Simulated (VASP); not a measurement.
# Zn23PbO24 (a cell with a defect) in VASP: single point with PBE

Aim: the single point of Zn23PbO24 (a cell with a defect) with PBE.

Everything below comes from runs of VASP 6.6.1. Logs are shortened: lines on timing, memory, paths and dates and some standing lists are left out, and cuts for length are marked.

## Step 1: The cell of the first run

The cell holds a defect, 48 atoms: a = 6.475 Å, b = 9.712 Å, c = 10.444 Å, α = 90.00°, β = 90.00°, γ = 120.00°.

## Step 2: Single point, PBE

The input, INCAR:

```
ALGO = Normal
EDIFF = 1E-6
ENCUT = 520
GGA = PE
ISIF = 2
ISMEAR = -1
LASPH = True
LCHARG = False
LREAL = Auto
LWAVE = False
NBANDS = 247
NELM = 100
PREC = Accurate
SIGMA = 0.01
```

The input, KPOINTS:

```
k-points
0
Gamma
  3 2 2
```

The input, POSCAR:

```
Zn23PbO24
1.0
    6.4747020470      0.0000000000      0.0000000000
   -4.8560265352      8.4108846819      0.0000000000
    0.0000000000      0.0000000000     10.4441226000
Pb Zn O
1 23 24
Direct
    0.3336861503      0.1013382375      0.2640550436
    0.3338610833      0.1118929655      0.7413066888
    0.3295882792      0.4429733633      0.2503642804
    0.3354247441      0.4492581107      0.7510739641
    0.3333274405      0.7750344973      0.2491187194
    0.3384713007      0.7767932876      0.7500304343
    0.8373341385      0.1147343132      0.2479283876
    0.8289386090      0.1066430982      0.7525932863
    0.8426930875      0.4508442655      0.2486442677
    0.8395986137      0.4520472218      0.7501085256
    0.8232785347      0.7704966632      0.2489114195
    0.8237399703      0.7750245829      0.7499416354
    0.1673648947      0.2227931668     -0.0107790366
    0.1599207079      0.2275079025      0.5113042479
    0.1677525337      0.5560708558      0.0012173272
    0.1683731062      0.5580239444      0.4976217295
    0.1632380674      0.8851772194     -0.0146264986
    0.1584481897      0.8808071487      0.5117512654
    0.6705955495      0.2254053613     -0.0118660525
    0.6794952212      0.2286804361      0.5107992077
    0.6661868347      0.5558157204      0.0015932723
    0.6650820194      0.5549856820      0.4978270606
    0.6655622708      0.8879669610      0.0032817734
    0.6681868549      0.8915060985      0.4958330085
    0.3328625557      0.1124695660      0.4928270062
    0.3342539791      0.1103354427      0.9351222096
    0.3309762302      0.4434259778      0.4392698297
    0.3356540305      0.4473453321      0.9389617866
    0.3324163906      0.7808305033      0.4384485408
    0.3382309981      0.7759840121      0.9376582779
    0.8352835948      0.1154884430      0.4378558725
    0.8302478690      0.1065136687      0.9399278858
    0.8336840211      0.4446719345      0.4381612711
    0.8379303896      0.4506959817      0.9381201625
    0.8344343805      0.7785081162      0.4383016805
    0.8243328540      0.7754014557      0.9377317244
    0.1593207032      0.2295008448      0.1779341472
    0.1622985692      0.2262187380      0.6994508513
    0.1730038585      0.5566114660      0.1895662411
    0.1689918266      0.5575597112      0.6858034724
    0.1378129888      0.8541972489      0.1717938642
    0.1602346782      0.8820396133      0.6999064536
    0.7016552499      0.2375151916      0.1757187856
    0.6772425090      0.2279100884      0.6991021196
    0.6591985132      0.5494782294      0.1904856489
    0.6646142874      0.5551099706      0.6861665067
    0.6682797721      0.8908353796      0.1929839158
    0.6668915487      0.8895319811      0.6843877886
```

Potentials or basis: VASP PAW PBE potentials, release 64 (Pb_d, Zn, O).

The run is started by

```console
> cat potpaw_PBE.64/Pb_d/POTCAR potpaw_PBE.64/Zn/POTCAR potpaw_PBE.64/O/POTCAR > POTCAR
> mpirun -np 1 vasp_std > vasp.out
```

OUTCAR:

```text
EDIFF = 1E-6
   ENCUT = 520
   GGA = PE
   ISIF = 2
   ISMEAR = -1
   LASPH = True
   LREAL = Auto
   NELM = 100
   PREC = Accurate

 ion  position               nearest neighbor table
   1  0.334  0.101  0.264-  37 2.24  43 2.26  41 2.29  25 2.39   5 3.17  18 3.18   7 3.20  20 3.23
                            11 3.26   7 3.29  14 3.29   3 3.33   9 3.35  17 3.43  19 3.45  13 3.47
   2  0.334  0.112  0.741-  38 1.97  44 1.98  42 1.98  26 2.02
   3  0.330  0.443  0.250-  39 1.94  37 1.95  45 1.95  27 1.97   1 3.33
   4  0.335  0.449  0.751-  38 1.95  28 1.96  40 1.97  46 1.97
   5  0.333  0.775  0.249-  39 1.94  41 1.95  47 1.97  29 1.98   1 3.17
   6  0.338  0.777  0.750-  42 1.96  30 1.96  40 1.96  48 1.97
   7  0.837  0.115  0.248-  37 1.95  43 1.95  47 1.97  31 1.98   1 3.20   1 3.29
   8  0.829  0.107  0.753-  38 1.95  44 1.95  32 1.96  48 1.96
   9  0.843  0.451  0.249-  39 1.95  43 1.95  45 1.96  33 1.98   1 3.35
  10  0.840  0.452  0.750-  44 1.96  34 1.96  40 1.97  46 1.97
  11  0.823  0.770  0.249-  41 1.95  45 1.96  47 1.97  35 1.98   1 3.26
  12  0.824  0.775  0.750-  42 1.96  36 1.96  48 1.97  46 1.97
  13  0.167  0.223  0.989-  32 1.96  28 1.96  26 1.96  37 1.97   1 3.47
  14  0.160  0.228  0.511-  25 1.95  38 1.97  27 1.97  31 1.98   1 3.29
  15  0.168  0.556  0.001-  34 1.96  30 1.97  28 1.97  39 1.97
  16  0.168  0.558  0.498-  40 1.97  27 1.97  29 1.97  33 1.98
  17  0.163  0.885  0.985-  30 1.96  41 1.96  36 1.96  26 1.97   1 3.43
  18  0.158  0.881  0.512-  25 1.96  42 1.97  29 1.97  35 1.97   1 3.18
  19  0.671  0.225  0.988-  32 1.96  34 1.97  26 1.97  43 1.97   1 3.45
  20  0.679  0.229  0.511-  25 1.95  44 1.97  33 1.97  31 1.98   1 3.23
  21  0.666  0.556  0.002-  34 1.96  36 1.96  28 1.97  45 1.97
  22  0.665  0.555  0.498-  46 1.97  27 1.97  33 1.97  35 1.98
  23  0.666  0.888  0.003-  32 1.95  30 1.96  36 1.96  47 1.98
  24  0.668  0.892  0.496-  48 1.97  29 1.98  35 1.98  31 1.98
[... 22 lines left out ...]
  47  0.668  0.891  0.193-   5 1.97   7 1.97  11 1.97  23 1.98
  48  0.667  0.890  0.684-   8 1.96   6 1.97  12 1.97  24 1.97

  LATTYP: Found a simple monoclinic cell.
 ALAT       =     6.4747020470
 B/A-ratio  =     1.6130661340
 C/A-ratio  =     1.3228756555
 COS(beta)  =    -0.1889822365

  Lattice vectors:

 A1 = (   6.4747020470,   0.0000000000,   0.0000000000)
 A2 = (   0.0000000000,   0.0000000000,  10.4441226000)
 A3 = (  -1.6186755118,  -8.4108846819,   0.0000000000)

Analysis of symmetry for initial positions (statically):
=====================================================================
 Subroutine PRICEL returns:
 Original cell was already a primitive cell.

 Routine SETGRP: Setting up the symmetry group for a
 simple monoclinic supercell.

 Subroutine GETGRP returns: Found  1 space group operations
 (whereof  1 operations were pure point group operations)
 out of a pool of  4 trial point group operations.

The static configuration has the point symmetry C_1 .

Analysis of symmetry for dynamics (positions and initial velocities):
=====================================================================
 Subroutine PRICEL returns:
 Original cell was already a primitive cell.

 Routine SETGRP: Setting up the symmetry group for a
 simple monoclinic supercell.

 Subroutine GETGRP returns: Found  1 space group operations
 (whereof  1 operations were pure point group operations)
 out of a pool of  4 trial point group operations.

The dynamic configuration has the point symmetry C_1 .

 Subroutine INISYM returns: Found  1 space group operations
 (whereof  1 operations are pure point group operations),
 and found     1 'primitive' translations

----------------------------------------------------------------------------------------

                                     Primitive cell

  volume of cell :     568.7657

  direct lattice vectors                    reciprocal lattice vectors
     6.474702047  0.000000000  0.000000000     0.154447261  0.089170168  0.000000000
    -4.856026535  8.410884682  0.000000000     0.000000000  0.118893557  0.000000000
     0.000000000  0.000000000 10.444122600     0.000000000  0.000000000  0.095747631

  length of vectors
     6.474702047  9.712053070 10.444122600     0.178340336  0.118893557  0.095747631
[... 130 lines left out ...]
|           W    W  A    A  R    R  N    N  II  N    N   GGGG   !!!           |
|                                                                             |
|     Your reciprocal lattice and k-lattice belong to different lattice       |
|     classes:                                                                |
|                                                                             |
|        The reciprocal lattice is simple monoclinic,                         |
|        whereas your k-lattice is hexagonal.                                 |
|                                                                             |
|     Results are often still useful ...                                      |
|                                                                             |
 -----------------------------------------------------------------------------

 Subroutine IBZKPT returns following result:
 ===========================================

 Found      8 irreducible k-points:

 Following reciprocal coordinates:
            Coordinates               Weight
  0.000000  0.000000  0.000000      1.000000
  0.333333 -0.000000  0.000000      2.000000
  0.000000  0.500000  0.000000      1.000000
  0.333333  0.500000  0.000000      2.000000
  0.000000  0.000000  0.500000      1.000000
  0.333333 -0.000000  0.500000      2.000000
  0.000000  0.500000  0.500000      1.000000
  0.333333  0.500000  0.500000      2.000000
   k-points           NKPTS =      8   k-points in BZ     NKDIM =      8   number of bands    NBANDS=    247
   number of dos      NEDOS =    301   number of ions     NIONS =     48
   total plane-waves  NPLWV = 276480
   dimension x,y,z NGX =    48 NGY =   72 NGZ =   80
   dimension x,y,z NGXF=    96 NGYF=  144 NGZF=  160
   ions per type =               1  23  24
   NGX,Y,Z   is equivalent  to a cutoff of  12.32, 12.32, 12.73 a.u.
   NGXF,Y,Z  is equivalent  to a cutoff of  24.65, 24.65, 25.47 a.u.
 SYSTEM =  unknown system
   PREC   = accura    normal or accurate (medium, high low for compatibility)
   ISTART =      0    job   : 0-new  1-cont  2-samecut
   ICHARG =      2    charge: 1-file 2-atom 10-const
   ISPIN  =      1    spin polarized calculation?
   LNONCOLLINEAR =      F non collinear calculations
   LSORBIT =      F    spin-orbit coupling
   LASPH  =      T    aspherical Exc in radial PAW
   ENCUT  =  520.0 eV  38.22 Ry    6.18 a.u.  12.04 18.06 19.42*2*pi/ulx,y,z
   NELM   =    100;   NELMIN=  2; NELMDL= -5     # of ELM steps
   EDIFF  = 0.1E-05   stopping-criterion for ELM
   LREAL  =      T    real-space projection
   EDIFFG = 0.1E-04   stopping-criterion for IOM
   NSW    =      0    number of steps for IOM
   IBRION =     -1    ionic relax: 0-MD 1-quasi-New 2-CG
   NFREE  =      0    steps in history (QN), initial steepest desc. (CG)
   ISIF   =      2    stress and relaxation
   ISYM   =      2    0-nonsym 1-usesym 2-fastsym
   POTIM  = 0.5000    time-step for ionic-motion
   TEBEG  =    0.0;   TEEND  =   0.0 temperature during run
   PSTRESS=    0.0 pullay stress
   NELECT =     434.0000    total number of electrons
   NUPDOWN=      -1.0000    fix difference up-down
   EMIN   =  10.00;   EMAX   =-10.00  energy-range for DOS
   EFERMI =   0.00;   METHOD = LEGACY
   ISMEAR =    -1;   SIGMA  =   0.01  broadening in eV -4-tet -1-fermi 0-gaus
   EFERMI_NEDOS =   21; number of points for ismear=-14 and -15
   IALGO  =     38    algorithm
   IMIX   =      4    mixing-type and parameters
     AMIX     =   0.40;   BMIX     =  1.00
     AMIX_MAG =   1.60;   BMIX_MAG =  1.00
  volume/ion in A,a.u.               =      11.85        79.96
  Fermi-wavevector in a.u.,A,eV,Ry     =   1.495984  2.827000 30.449403  2.237968
  Thomas-Fermi vector in A             =   2.608059
   LORBIT       =      0    0 simple, 1 ext, 2 COOP (PROOUT), +10 PAW based schemes
   GGA     = PE    functional components
   LHFCALC =     F    Hartree Fock is set to
   AEXX    =    0.0000 exact exchange contribution
   IVDW    =     0    specifies the selected vdW correction
   LEPSILON=     F    determine dielectric tensor
   LRPA    =     F    only Hartree local field effects (RPA)
 non-spin polarized calculation
  energy-cutoff  :      520.00
  volume of cell :      568.77
 maximum number of plane-waves:     15331
   NGX = 25   NGY = 37   NGZ = 39

 number of electron     434.0000105 magnetization

 Free energy of the ion-electron system (eV)
  ---------------------------------------------------
  ext. energy  EPLUGINS =         0.00000000
  ---------------------------------------------------
  free energy    TOTEN  =      -213.89353583 eV

  energy without entropy =     -213.89353583  energy(sigma->0) =     -213.89353583

 E-fermi :   2.5275     XC(G=0): -11.0250

 val. band max:        2.2690068846   @ k =   0.3333   0.5000   0.0000
 cond. band min:       3.2776718162   @ k =   0.0000   0.0000   0.0000
 fundamental gap:      1.0086649316
 Fermi energy:         2.5274630677

 k-point     1 :       0.0000    0.0000    0.0000
  band No.  band energies     occupation
      1     -16.5523      2.00000
      2     -16.2400      2.00000
      3     -16.1557      2.00000
      4     -16.1367      2.00000
      5     -16.0545      2.00000
      6     -16.0224      2.00000
[... 1845 lines left out ...]
    228       7.4763      0.00000
    229       7.4954      0.00000
 [bands above 229 left out]

------------------------ aborting loop because EDIFF is reached ----------------------------------------

  FORCE on cell =-STRESS in cart. coord.  units (eV):
  Direction    XX          YY          ZZ          XY          YZ          ZX
  --------------------------------------------------------------------------------------
  -------------------------------------------------------------------------------------
  Total       34.7712430     35.0599546     36.3809603      0.1399631      0.4018899     -0.2212956
  in kB       97.9484057     98.7616880    102.4828781      0.3942672      1.1320985     -0.6233758
  external PRESSURE =      99.7309906 kB  Pullay stress =       0.0000000 kB

 VOLUME and BASIS-vectors are now :
 -----------------------------------------------------------------------------
  energy-cutoff  :      520.00
  volume of cell :      568.77
      direct lattice vectors                 reciprocal lattice vectors
     6.474702047  0.000000000  0.000000000     0.154447261  0.089170168  0.000000000
    -4.856026535  8.410884682  0.000000000     0.000000000  0.118893557  0.000000000
     0.000000000  0.000000000 10.444122600     0.000000000  0.000000000  0.095747631

 POSITION                                       TOTAL-FORCE (eV/Angst)
 -----------------------------------------------------------------------------------
      1.66842      0.85234      2.75782         0.003750     -0.002598     -0.013275
      1.61830      0.94112      7.74230        -0.000648      0.002910      0.003126
     -0.01710      3.72580      2.61484         0.006561     -0.002134      0.006805
     -0.00983      3.77866      7.84431        -0.002820      0.013571      0.004324
     -1.60539      6.51873      2.60183         0.002523      0.011760      0.007713
     -1.58063      6.53352      7.83341         0.015200     -0.006268      0.006669
[... 40 lines left out ...]
      0.00099      7.49271      2.01555         0.002140     -0.006340      0.011500
     -0.00167      7.48175      7.14783        -0.000610      0.005063     -0.012560
 -----------------------------------------------------------------------------------
    total drift:                                0.016423     -0.027092     -0.017444

  FREE ENERGIE OF THE ION-ELECTRON SYSTEM (eV)
  ---------------------------------------------------
  free  energy   TOTEN  =      -213.8935358268 eV

  energy  without entropy=     -213.8935358268  energy(sigma->0) =     -213.89353583
```

Wall time 36 min (1 thread of AMD EPYC 9R45 (Zen 5), shared host); peak memory 1 GiB.

Results:

* Free energy: -213.8935 eV
* Pressure: 10.0 GPa
* Largest force: 0.053 eV/Å
* Band gap on the k mesh: 1.01 eV

Forces in eV/Å, atoms in the order of the input:
```
Pb   0.004 -0.003 -0.013
Zn  -0.001  0.003  0.003
Zn   0.007 -0.002  0.007
Zn  -0.003  0.014  0.004
Zn   0.003  0.012  0.008
Zn   0.015 -0.006  0.007
Zn   0.000 -0.005  0.006
Zn  -0.002 -0.012  0.002
Zn  -0.004  0.008  0.001
Zn   0.002  0.013  0.001
Zn  -0.009  0.002  0.000
Zn  -0.016 -0.008  0.008
Zn   0.003  0.001 -0.001
Zn  -0.026  0.017 -0.002
Zn   0.001 -0.003 -0.005
Zn   0.000 -0.002  0.008
Zn   0.001  0.013 -0.014
Zn  -0.001 -0.031 -0.007
Zn  -0.010 -0.002 -0.009
Zn   0.023  0.018 -0.002
Zn   0.000  0.000 -0.002
Zn   0.002 -0.002  0.005
Zn   0.000  0.001 -0.006
Zn  -0.004  0.001  0.005
O    0.002 -0.007 -0.015
O    0.006 -0.005  0.009
O    0.005 -0.003 -0.007
O   -0.004 -0.003  0.004
O   -0.001  0.010 -0.011
O   -0.006  0.005  0.003
O    0.000 -0.004 -0.008
O   -0.001  0.001  0.008
O   -0.004 -0.007 -0.005
O    0.000 -0.001  0.005
O    0.002  0.007 -0.009
O    0.001  0.000  0.004
O    0.045 -0.029  0.006
O    0.012 -0.013 -0.002
O   -0.006 -0.005  0.000
O   -0.003 -0.006 -0.006
O    0.004  0.044  0.015
O    0.002  0.019  0.001
O   -0.040 -0.020  0.011
O   -0.009 -0.009 -0.005
O    0.002 -0.003  0.004
O    0.006  0.005 -0.005
O    0.002 -0.006  0.011
O   -0.001  0.005 -0.013
```

Levels at points of the mesh, in eV from the valence-band top:
```
           k point  band 214  band 215  band 216  band 217  band 218  band 219  band 220  band 221
(0.00, 0.00, 0.00)     -0.76     -0.62     -0.59     -0.58      1.01      2.68      3.07      3.21
(0.00, 0.50, 0.00)     -0.86     -0.79     -0.77     -0.11      1.56      2.22      3.27      3.32
(0.00, 0.00, 0.50)     -0.78     -0.64     -0.64     -0.25      1.30      1.95      3.11      3.59
(0.00, 0.50, 0.50)     -0.96     -0.88     -0.84     -0.13      2.00      2.25      2.34      3.03
```

Caveat: spin-orbit coupling is left out, which moves the levels of the heavy elements.
